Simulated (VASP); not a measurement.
# Zn7Ag5S12 (P1) in VASP: single point with PBE

Aim: the single point of Zn7Ag5S12 with PBE.

Program: VASP 6.6.1. These are calculated values, not measurements. Logs are shortened: lines on timing, memory, paths and dates and some standing lists are left out, and cuts for length are marked.

## Step 1: The cell of the first run

The typed cell holds 24 atoms: a = 8.081 Å, b = 7.734 Å, c = 9.579 Å, α = 87.49°, β = 88.00°, γ = 120.99°.

## Step 2: Single point, PBE

INCAR reads:

```
PREC     = Accurate       # precision mode
ENCUT    = 520            # plane-wave cutoff, eV
EDIFF    = 1E-6           # SCF threshold, eV
ISMEAR   = 0              # smearing method
SIGMA    = 0.1            # smearing width, eV
LREAL    = Auto         
LASPH    = True           # aspherical terms in the spheres
NELM     = 100            # most SCF steps
ALGO     = Normal         # electronic algorithm
ISIF     = 2              # what is computed and relaxed
LWAVE    = False          # write WAVECAR
LCHARG   = True           # write CHGCAR
GGA      = PE             # functional
LELF     = True           # ELF
LVHAR    = True         
ISYM     = 0            
NBANDS   = 124            # bands
```

KPOINTS reads:

```
Automatic mesh
0
Gamma
  2 2 2
  0.5 0.5 0.5
```

POSCAR reads:

```
Zn7Ag5S12
1.0
   -5.8058700812     -5.6201744190     -0.0534742858
    0.0383176742      5.6353310306      5.2974481425
   -5.7853646367      5.5461946886     -5.2466294746
S Zn Ag
12 7 5
Direct
    0.3512887615      0.1747934731      0.9260561258
    0.8233091025      0.1640175333      0.9073318825
    0.6699638561      0.3304568963      0.5782133301
    0.1494641835      0.3250838394      0.5766931334
    0.4987819839      0.4913712941      0.2491294718
    0.0029588436      0.5012120489      0.2559391078
    0.3581803413      0.6773398752      0.9291157549
    0.8192116388      0.6574012594      0.9049756076
    0.6746795118      0.8370976891      0.5898400695
    0.1469683348      0.8204339865      0.5735099825
    0.4957513039      1.0048126765      0.2511437197
    0.0211876448      1.0089906973      0.2543836211
    0.5071959467      1.0075531950      1.0060024187
    0.8272878201      0.1671516450      0.6630071847
    0.6647810115      0.3327804974      0.3304298692
    0.1703447423      0.3378594550      0.3317173716
    0.5044797061      0.4998427350      0.0057088963
    0.8232640842      0.6579113473      0.6593294921
    0.1697079428      0.8320804124      0.3294294840
    1.0015704750      1.0016970727     -0.0046099302
    0.3203465855      0.1568193075      0.6688623178
    0.0078871235      0.5116450073      0.9910114153
    0.3258119204      0.6658385968      0.6723279522
    0.6803054447      0.8440425193      0.3328192880
```

Potentials or basis: VASP PAW PBE potentials, release 64 (S, Zn, Ag).

The run is started by

```sh
$ cat potpaw_PBE.64/S/POTCAR potpaw_PBE.64/Zn/POTCAR potpaw_PBE.64/Ag/POTCAR > POTCAR
$ mpirun -np 1 vasp_std > vasp.out
```

OUTCAR:

```text
PREC = Accurate
   ENCUT = 520
   EDIFF = 1E-6
   ISMEAR = 0
   LREAL = Auto
   LASPH = True
   NELM = 100
   ISIF = 2
   GGA = PE
   ISYM = 0

 ion  position               nearest neighbor table
   1  0.351  0.175  0.926-  17 2.34  13 2.35  20 2.47  21 2.49
   2  0.823  0.164  0.907-  13 2.33  14 2.34  20 2.49  22 2.50
   3  0.670  0.330  0.578-  14 2.35  18 2.36  15 2.37  21 2.52
   4  0.149  0.325  0.577-  14 2.33  16 2.34  21 2.49  23 2.50
   5  0.499  0.491  0.249-  17 2.33  15 2.37  16 2.37  24 2.53
   6  0.003  0.501  0.256-  19 2.35  16 2.39  15 2.41  22 2.53
[... 16 lines left out ...]
  23  0.326  0.666  0.672-   7 2.48  10 2.49   9 2.50   4 2.50
  24  0.680  0.844  0.333-  12 2.44   9 2.46  11 2.51   5 2.53

IMPORTANT INFORMATION: All symmetrisations will be switched off!
NOSYMM: (Re-)initialisation of all symmetry stuff for point group C_1.

----------------------------------------------------------------------------------------

                                     Primitive cell

  volume of cell :     511.6002

  direct lattice vectors                    reciprocal lattice vectors
    -5.805870081 -5.620174419 -0.053474286    -0.115221158 -0.059512541  0.064141803
     0.038317674  5.635331031  5.297448143    -0.058216453  0.058936408  0.126495726
    -5.785364637  5.546194689 -5.246629475    -0.057605988  0.060113823 -0.063531338

  length of vectors
     8.080677410  7.734428285  9.579031284     0.144678363  0.151207884  0.104729902

  position of ions in fractional coordinates (direct lattice)
     0.351288762  0.174793473  0.926056126
     0.823309102  0.164017533  0.907331883
     0.669963856  0.330456896  0.578213330
     0.149464184  0.325083839  0.576693133
     0.498781984  0.491371294  0.249129472
     0.002958844  0.501212049  0.255939108
[... 16 lines left out ...]
     0.325811920  0.665838597  0.672327952
     0.680305445  0.844042519  0.332819288

  ion indices of the primitive-cell ions
   primitive index   ion index
                 1           1
                 2           2
                 3           3
                 4           4
                 5           5
                 6           6
[... 16 lines left out ...]
                23          23
                24          24

----------------------------------------------------------------------------------------

 KPOINTS: Automatic mesh

Automatic generation of k-mesh.
[... 47 lines left out ...]
   EDIFFG = 0.1E-04   stopping-criterion for IOM
   NSW    =      0    number of steps for IOM
   IBRION =     -1    ionic relax: 0-MD 1-quasi-New 2-CG
   NFREE  =      0    steps in history (QN), initial steepest desc. (CG)
   ISIF   =      2    stress and relaxation
   ISYM   =      0    0-nonsym 1-usesym 2-fastsym
   POTIM  = 0.5000    time-step for ionic-motion
   TEBEG  =    0.0;   TEEND  =   0.0 temperature during run
   PSTRESS=    0.0 pullay stress
   NELECT =     211.0000    total number of electrons
   NUPDOWN=      -1.0000    fix difference up-down
   EMIN   =  10.00;   EMAX   =-10.00  energy-range for DOS
   EFERMI =   0.00;   METHOD = LEGACY
   ISMEAR =     0;   SIGMA  =   0.10  broadening in eV -4-tet -1-fermi 0-gaus
   EFERMI_NEDOS =   21; number of points for ismear=-14 and -15
   IALGO  =     38    algorithm
   IMIX   =      4    mixing-type and parameters
     AMIX     =   0.40;   BMIX     =  1.00
     AMIX_MAG =   1.60;   BMIX_MAG =  1.00
  volume/ion in A,a.u.               =      21.32       143.85
  Fermi-wavevector in a.u.,A,eV,Ry     =   1.218593  2.302807 20.204234  1.484969
  Thomas-Fermi vector in A             =   2.353874
   LORBIT       =      0    0 simple, 1 ext, 2 COOP (PROOUT), +10 PAW based schemes
   GGA     = PE    functional components
   LHFCALC =     F    Hartree Fock is set to
   AEXX    =    0.0000 exact exchange contribution
   IVDW    =     0    specifies the selected vdW correction
   LEPSILON=     F    determine dielectric tensor
   LRPA    =     F    only Hartree local field effects (RPA)
 non-spin polarized calculation
 Gauss-broadening in eV      SIGMA  =   0.10
  energy-cutoff  :      520.00
  volume of cell :      511.60
 maximum number of plane-waves:     13783
   NGX = 31   NGY = 29   NGZ = 35

 number of electron     211.0000011 magnetization

 Free energy of the ion-electron system (eV)
  ---------------------------------------------------
  ext. energy  EPLUGINS =         0.00000000
  ---------------------------------------------------
  free energy    TOTEN  =       -79.91219743 eV

  energy without entropy =      -79.84630552  energy(sigma->0) =      -79.87925148

 E-fermi :   2.6664     XC(G=0):  -9.5408

 val. band max:        2.5722891463   @ k =  -0.2500   0.2500   0.2500
 cond. band min:       2.6671147197   @ k =   0.2500   0.2500   0.2500
 fundamental gap:      0.0948255734
 Fermi energy:         2.6664379895

 k-point     1 :       0.2500    0.2500    0.2500
  band No.  band energies     occupation
      1     -10.0417      2.00000
      2      -9.8017      2.00000
      3      -9.7350      2.00000
      4      -9.7041      2.00000
      5      -9.5850      2.00000
      6      -9.5364      2.00000
[... 469 lines left out ...]
    116       7.7091      0.00000
    117       7.7854      0.00000
 [bands above 117 left out]

------------------------ aborting loop because EDIFF is reached ----------------------------------------

  FORCE on cell =-STRESS in cart. coord.  units (eV):
  Direction    XX          YY          ZZ          XY          YZ          ZX
  --------------------------------------------------------------------------------------
  -------------------------------------------------------------------------------------
  Total        0.2637182      0.1822508      0.1695891      0.0420508      0.0125036      0.0183427
  in kB        0.8258857      0.5707545      0.5311017      0.1316903      0.0391574      0.0574438
  external PRESSURE =       0.6425807 kB  Pullay stress =       0.0000000 kB

 VOLUME and BASIS-vectors are now :
 -----------------------------------------------------------------------------
  energy-cutoff  :      520.00
  volume of cell :      511.60
      direct lattice vectors                 reciprocal lattice vectors
    -5.805870081 -5.620174419 -0.053474286    -0.115221158 -0.059512541  0.064141803
     0.038317674  5.635331031  5.297448143    -0.058216453  0.058936408  0.126495726
    -5.785364637  5.546194689 -5.246629475    -0.057605988  0.060113823 -0.063531338

 POSITION                                       TOTAL-FORCE (eV/Angst)
 -----------------------------------------------------------------------------------
     -7.39041      4.14680     -3.95150         0.022401     -0.008236      0.000677
    -10.02299      1.32939     -3.93559        -0.018731     -0.000724      0.005478
     -7.22224      1.30380     -1.31892         0.009002      0.004754     -0.003377
     -4.19169      4.19039     -1.31157        -0.019307     -0.004553     -0.002528
     -4.31834      1.34752      1.26925        -0.010139      0.013229      0.012019
     -1.47867      4.22735      1.31217         0.019339     -0.008870      0.001330
[... 16 lines left out ...]
     -5.75577      5.64996     -0.01763        -0.003443     -0.007529      0.001486
     -5.84290      2.77890      2.68871         0.004843      0.002957      0.000114
 -----------------------------------------------------------------------------------
    total drift:                                0.000879      0.010921     -0.007124

  FREE ENERGIE OF THE ION-ELECTRON SYSTEM (eV)
  ---------------------------------------------------
  free  energy   TOTEN  =       -79.9121974338 eV

  energy  without entropy=      -79.8463055178  energy(sigma->0) =      -79.87925148
```

OSZICAR:

```text
N       E                     dE             d eps       ncg     rms          rms(c)
DAV:   1     0.204988067865E+04    0.20499E+04   -0.92030E+04   992   0.184E+03
DAV:   2     0.262076265018E+03   -0.17878E+04   -0.17248E+04   992   0.473E+02
DAV:   3    -0.599524789535E+02   -0.32203E+03   -0.31050E+03  1068   0.181E+02
[... 11 lines left out ...]
DAV:  15    -0.799121901956E+02   -0.83848E-04   -0.54552E-04  1128   0.144E-01    0.549E-02
DAV:  16    -0.799121929910E+02   -0.27955E-05   -0.11372E-04  1264   0.682E-02    0.321E-02
DAV:  17    -0.799121950088E+02   -0.20178E-05   -0.22854E-05  1352   0.391E-02    0.198E-02
DAV:  18    -0.799121967805E+02   -0.17717E-05   -0.16113E-05  1224   0.430E-02    0.727E-03
DAV:  19    -0.799121974338E+02   -0.65330E-06   -0.75467E-06  1024   0.175E-02
   1 F= -.79912197E+02 E0= -.79879251E+02  d E =-.658919E-01
```

stdout:

```text
POSCAR found type information on POSCAR S ZnAg
 POSCAR found :  3 types and      24 ions
 scaLAPACK will be used
 LDA part: xc-table for (Slater+PW92), standard interpolation
 POSCAR, INCAR and KPOINTS ok, starting setup
 FFT: planning ... GRIDC
 FFT: planning ... GRID_SOFT
 FFT: planning ... GRID
 WAVECAR not read
 entering main loop
```

Run time: 8.4 min. Hardware: 1 thread of Intel Xeon Platinum 8259CL at 2.50GHz (Skylake/Cascade Lake), shared host; peak memory 0.63 GiB.

What came out:

* Free energy: -79.9122 eV
* Pressure: 0.1 GPa
* Largest force: 0.028 eV/Å
* Band gap on the k mesh: zero (an odd number of electrons rules out a gap without spin polarisation)

Forces on the atoms (eV/Å):
```
S    0.022 -0.008  0.001
S   -0.019 -0.001  0.005
S    0.009  0.005 -0.003
S   -0.019 -0.005 -0.003
S   -0.010  0.013  0.012
S    0.019 -0.009  0.001
S    0.025  0.012  0.000
S   -0.019  0.008  0.004
S    0.019  0.000 -0.002
S   -0.020  0.004  0.000
S   -0.012 -0.015 -0.008
S    0.020 -0.002  0.006
Zn   0.002  0.003 -0.003
Zn   0.002  0.000  0.004
Zn  -0.014 -0.007  0.001
Zn   0.002  0.007 -0.003
Zn  -0.006 -0.006 -0.001
Zn   0.000  0.000 -0.005
Zn   0.007  0.001  0.002
Ag   0.001 -0.004 -0.011
Ag  -0.003  0.006  0.002
Ag  -0.006  0.002 -0.002
Ag  -0.003 -0.008  0.001
Ag   0.005  0.003  0.000
```

Levels at points of the mesh, in eV from the Fermi level:
| k point | band 101 | band 102 | band 103 | band 104 | band 105 | band 106 | band 107 | band 108 | band 109 | band 110 |
| --- | --- | --- | --- | --- | --- | --- | --- | --- | --- | --- |
| (0.25, 0.25, 0.25) | -0.90 | -0.54 | -0.45 | -0.26 | -0.18 | -0.12 | 0.00 | 0.20 | 3.61 | 3.99 |

Caveat: the k points lie up to 0.46 Å⁻¹ apart, too coarse for converged energies and pressures of a metal.
